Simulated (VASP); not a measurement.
# Be2ZnSe3 in VASP: settings compared, part 2 of 2

VASP 6.6.1. Earlier steps stand in the parts before.

## 3. Single point, r2SCAN

This run uses another cell than the first one: it holds 6 atoms, not 12.

POSCAR

```
Be2ZnSe3
1.0
   -1.8871845406      1.8871845406      8.1287059405
    1.8871845406     -1.8871845406      8.1287059405
    1.8871845406      1.8871845406     -8.1287059405
Be Zn Se
2 1 3
Direct
    0.8279989960      0.8279989960      0.0000000000
    0.1720010040      0.1720010040      0.0000000000
    0.5000000000      0.5000000000      0.0000000000
    0.4045472051      0.9045472051      0.5000000000
    0.0954527949      0.5954527949      0.5000000000
    0.7500000000      0.2500000000      0.5000000000
```

INCAR.step1

```
PREC = Accurate
ENCUT = 520
ISMEAR = 0
SIGMA = 0.02
LREAL = False
LASPH = True
NELM = 80
NBANDS = 26
GGA = PE
ALGO = Normal
EDIFF = 1E-4
LWAVE = True
LCHARG = False
```

INCAR.step2

```
PREC = Accurate
ENCUT = 520
EDIFF = 1E-7
ISMEAR = 0
SIGMA = 0.02
LREAL = False
LASPH = True
NELM = 80
ALGO = Normal
ISIF = 2
LWAVE = False
LCHARG = False
METAGGA = R2SCAN
LMIXTAU = True
NBANDS = 26
ISTART = 1
```

KPOINTS

```
Automatic mesh
0
Gamma
  8 8 8
```

Potentials or basis: VASP PAW PBE potentials, release 64 (Be, Zn, Se).

Started as:

```
$ cat potpaw_PBE.64/Be/POTCAR potpaw_PBE.64/Zn/POTCAR potpaw_PBE.64/Se/POTCAR > POTCAR
$ cp INCAR.step1 INCAR
$ mpirun -np 1 vasp_std > vasp.out
$ cp INCAR.step2 INCAR
$ mpirun -np 1 vasp_std > vasp.out
```

OUTCAR:

```text
PREC = Accurate
   ENCUT = 520
   EDIFF = 1E-7
   ISMEAR = 0
   LREAL = False
   LASPH = True
   NELM = 80
   ISIF = 2
   METAGGA = R2SCAN
   ISTART = 1

 ion  position               nearest neighbor table
   1  0.828  0.828  0.000-   4 2.26   4 2.26   6 2.27   6 2.27
   2  0.172  0.172  0.000-   5 2.26   5 2.26   6 2.27   6 2.27
   3  0.500  0.500  0.000-   5 2.44   4 2.44   5 2.44   4 2.44
   4  0.405  0.905  0.500-   1 2.26   1 2.26   3 2.44   3 2.44
   5  0.095  0.595  0.500-   2 2.26   2 2.26   3 2.44   3 2.44
   6  0.750  0.250  0.500-   1 2.27   2 2.27   1 2.27   2 2.27

  LATTYP: Found a body centered tetragonal cell.
 ALAT       =     3.7743690812
 C/A-ratio  =     4.3073190595

  Lattice vectors:

 A1 = (  -1.8871845406,   1.8871845406,   8.1287059405)
 A2 = (   1.8871845406,  -1.8871845406,   8.1287059405)
 A3 = (   1.8871845406,   1.8871845406,  -8.1287059405)

Analysis of symmetry for initial positions (statically):
=====================================================================
 Subroutine PRICEL returns:
 Original cell was already a primitive cell.

 Routine SETGRP: Setting up the symmetry group for a
 body centered tetragonal supercell.

 Subroutine GETGRP returns: Found  8 space group operations
 (whereof  8 operations were pure point group operations)
 out of a pool of 16 trial point group operations.

The static configuration has the point symmetry D_2d.

Analysis of symmetry for dynamics (positions and initial velocities):
=====================================================================
 Subroutine PRICEL returns:
 Original cell was already a primitive cell.

 Routine SETGRP: Setting up the symmetry group for a
 body centered tetragonal supercell.

 Subroutine GETGRP returns: Found  8 space group operations
 (whereof  8 operations were pure point group operations)
 out of a pool of 16 trial point group operations.

The dynamic configuration has the point symmetry D_2d.

 Subroutine INISYM returns: Found  8 space group operations
 (whereof  8 operations are pure point group operations),
 and found     1 'primitive' translations

----------------------------------------------------------------------------------------

                                     Primitive cell

  volume of cell :     115.8004

  direct lattice vectors                    reciprocal lattice vectors
    -1.887184541  1.887184541  8.128705940     0.000000000  0.264944943  0.061510406
     1.887184541 -1.887184541  8.128705940     0.264944943  0.000000000  0.061510406
     1.887184541  1.887184541 -8.128705940     0.264944943  0.264944943  0.000000000

  length of vectors
     8.555629214  8.555629214  8.555629214     0.271991457  0.271991457  0.374688731

  position of ions in fractional coordinates (direct lattice)
     0.827998996  0.827998996  0.000000000
     0.172001004  0.172001004  0.000000000
     0.500000000  0.500000000  0.000000000
     0.404547205  0.904547205  0.500000000
     0.095452795  0.595452795  0.500000000
     0.750000000  0.250000000  0.500000000

  ion indices of the primitive-cell ions
   primitive index   ion index
                 1           1
                 2           2
                 3           3
                 4           4
                 5           5
[... 22 lines left out ...]

 Subroutine IBZKPT returns following result:
 ===========================================

 Found     59 irreducible k-points:

 Following reciprocal coordinates:
            Coordinates               Weight
  0.000000  0.000000  0.000000      1.000000
  0.125000 -0.000000  0.000000      8.000000
  0.250000 -0.000000  0.000000      8.000000
  0.375000 -0.000000  0.000000      8.000000
  0.500000 -0.000000  0.000000      4.000000
  0.125000  0.125000  0.000000      8.000000
[... 16 lines left out ...]
  0.250000  0.125000  0.125000     16.000000
  0.375000  0.125000  0.125000      8.000000
 [... further k-points ...]
   k-points           NKPTS =     59   k-points in BZ     NKDIM =     59   number of bands    NBANDS=     26
   number of dos      NEDOS =    301   number of ions     NIONS =      6
   total plane-waves  NPLWV = 262144
   dimension x,y,z NGX =    64 NGY =   64 NGZ =   64
   dimension x,y,z NGXF=   128 NGYF=  128 NGZF=  128
   ions per type =               2   1   3
   NGX,Y,Z   is equivalent  to a cutoff of  12.44, 12.44, 12.44 a.u.
   NGXF,Y,Z  is equivalent  to a cutoff of  24.87, 24.87, 24.87 a.u.
 SYSTEM =  unknown system
   PREC   = accura    normal or accurate (medium, high low for compatibility)
   ISTART =      1    job   : 0-new  1-cont  2-samecut
   ICHARG =      0    charge: 1-file 2-atom 10-const
   ISPIN  =      1    spin polarized calculation?
   LNONCOLLINEAR =      F non collinear calculations
   LSORBIT =      F    spin-orbit coupling
   LASPH  =      T    aspherical Exc in radial PAW
   ENCUT  =  520.0 eV  38.22 Ry    6.18 a.u.  15.91 15.91 15.91*2*pi/ulx,y,z
   NELM   =     80;   NELMIN=  2; NELMDL=  0     # of ELM steps
   EDIFF  = 0.1E-06   stopping-criterion for ELM
   LREAL  =      F    real-space projection
   EDIFFG = 0.1E-05   stopping-criterion for IOM
   NSW    =      0    number of steps for IOM
   IBRION =     -1    ionic relax: 0-MD 1-quasi-New 2-CG
   NFREE  =      0    steps in history (QN), initial steepest desc. (CG)
   ISIF   =      2    stress and relaxation
   ISYM   =      2    0-nonsym 1-usesym 2-fastsym
   POTIM  = 0.5000    time-step for ionic-motion
   TEBEG  =    0.0;   TEEND  =   0.0 temperature during run
   PSTRESS=    0.0 pullay stress
   NELECT =      34.0000    total number of electrons
   NUPDOWN=      -1.0000    fix difference up-down
   EMIN   =  10.00;   EMAX   =-10.00  energy-range for DOS
   EFERMI =   0.00;   METHOD = LEGACY
   ISMEAR =     0;   SIGMA  =   0.02  broadening in eV -4-tet -1-fermi 0-gaus
   EFERMI_NEDOS =   21; number of points for ismear=-14 and -15
   IALGO  =     38    algorithm
   IMIX   =      4    mixing-type and parameters
     AMIX     =   0.40;   BMIX     =  1.00
     AMIX_MAG =   1.60;   BMIX_MAG =  1.00
  volume/ion in A,a.u.               =      19.30       130.24
  Fermi-wavevector in a.u.,A,eV,Ry     =   1.088089  2.056190 16.108450  1.183938
  Thomas-Fermi vector in A             =   2.224263
   LORBIT       =      0    0 simple, 1 ext, 2 COOP (PROOUT), +10 PAW based schemes
   METAGGA = R2SCAN    functional components
   LHFCALC =     F    Hartree Fock is set to
   AEXX    =    0.0000 exact exchange contribution
   IVDW    =     0    specifies the selected vdW correction
   LEPSILON=     F    determine dielectric tensor
   LRPA    =     F    only Hartree local field effects (RPA)
 non-spin polarized calculation
 Gauss-broadening in eV      SIGMA  =   0.02
  energy-cutoff  :      520.00
  volume of cell :      115.80
 maximum number of plane-waves:      3138
   NGX = 31   NGY = 31   NGZ = 31

 number of electron      34.0000001 magnetization

 Free energy of the ion-electron system (eV)
  ---------------------------------------------------
  ext. energy  EPLUGINS =         0.00000000
  ---------------------------------------------------
  free energy    TOTEN  =       -65.81522938 eV

  energy without entropy =      -65.81522938  energy(sigma->0) =      -65.81522938

 E-fermi :   2.4467     XC(G=0):  -9.8096

 val. band max:        2.3491773132   @ k =   0.0000   0.0000   0.0000
 cond. band min:       5.4561275296   @ k =   0.5000   0.5000   0.0000
 fundamental gap:      3.1069502164
 Fermi energy:         2.4466515378

 k-point     1 :       0.0000    0.0000    0.0000
  band No.  band energies     occupation
      1     -11.7407      2.00000
      2     -10.8026      2.00000
      3     -10.4848      2.00000
      4      -4.2865      2.00000
      5      -4.2203      2.00000
      6      -4.2202      2.00000
[... 685 lines left out ...]
     25      10.5275      0.00000
     26      11.0138      0.00000

 [... further k-points ...]
[... 5 lines left out ...]
  --------------------------------------------------------------------------------------
  -------------------------------------------------------------------------------------
  Total       -0.7848654     -0.7848654     -0.9405304      0.0000000     -0.0000000      0.0000000
  in kB      -10.8591445    -10.8591445    -13.0128750      0.0000000     -0.0000000      0.0000000
  external PRESSURE =     -11.5770546 kB  Pullay stress =       0.0000000 kB

 VOLUME and BASIS-vectors are now :
 -----------------------------------------------------------------------------
  energy-cutoff  :      520.00
  volume of cell :      115.80
      direct lattice vectors                 reciprocal lattice vectors
    -1.887184541  1.887184541  8.128705940     0.000000000  0.264944943  0.061510406
     1.887184541 -1.887184541  8.128705940     0.264944943  0.000000000  0.061510406
     1.887184541  1.887184541 -8.128705940     0.264944943  0.264944943  0.000000000

 POSITION                                       TOTAL-FORCE (eV/Angst)
 -----------------------------------------------------------------------------------
      0.00000      0.00000     13.46112         0.000000     -0.000000      0.001190
      0.00000      0.00000      2.79629         0.000000     -0.000000     -0.001190
      0.00000      0.00000      8.12871         0.000000     -0.000000     -0.000000
      1.88718      0.00000      6.57689        -0.000000      0.000000      0.169466
      1.88718      0.00000      1.55182        -0.000000      0.000000     -0.169466
     -0.00000      1.88718      4.06435         0.000000     -0.000000     -0.000000
 -----------------------------------------------------------------------------------
    total drift:                                0.000005     -0.000005      0.000000

  FREE ENERGIE OF THE ION-ELECTRON SYSTEM (eV)
  ---------------------------------------------------
  free  energy   TOTEN  =       -65.8152293816 eV

  energy  without entropy=      -65.8152293816  energy(sigma->0) =      -65.81522938
```

Run time: 30 min. Hardware: 1 thread of AMD EPYC 9R45 (Zen 5), shared host; peak memory 0.71 GiB.

Results:

| Quantity | Value |
| --- | --- |
| Free energy | -65.8152 eV |
| Pressure | -1.2 GPa |
| Largest force | 0.169 eV/Å |
| Band gap on the k mesh | 3.11 eV, indirect (least direct gap 3.24 eV) |

Forces on the atoms (eV/Å):
```
Be   0.000  0.000  0.001
Be   0.000  0.000 -0.001
Zn   0.000  0.000  0.000
Se   0.000  0.000  0.169
Se   0.000  0.000 -0.169
Se   0.000  0.000  0.000
```

Stress tensor (GPa, compression positive):
```
-1.09  0.00  0.00
 0.00 -1.09  0.00
 0.00  0.00 -1.30
```

Levels at points of the mesh, in eV from the valence-band top:
```tsv
k point	band 15	band 16	band 17	band 18	band 19	band 20
(0.00, 0.00, 0.00)	-0.26	0.00	0.00	3.24	3.48	3.97
(0.50, 0.00, 0.00)	-1.48	-1.11	-0.47	3.81	4.96	5.08
(0.50, 0.50, 0.00)	-2.92	-2.53	-2.50	3.11	3.90	4.81
(0.50, 0.50, 0.50)	-1.25	-0.52	-0.52	3.11	4.26	4.58
```

Caveat: the PAW data sets were made with another functional, which shifts forces and pressure a little.
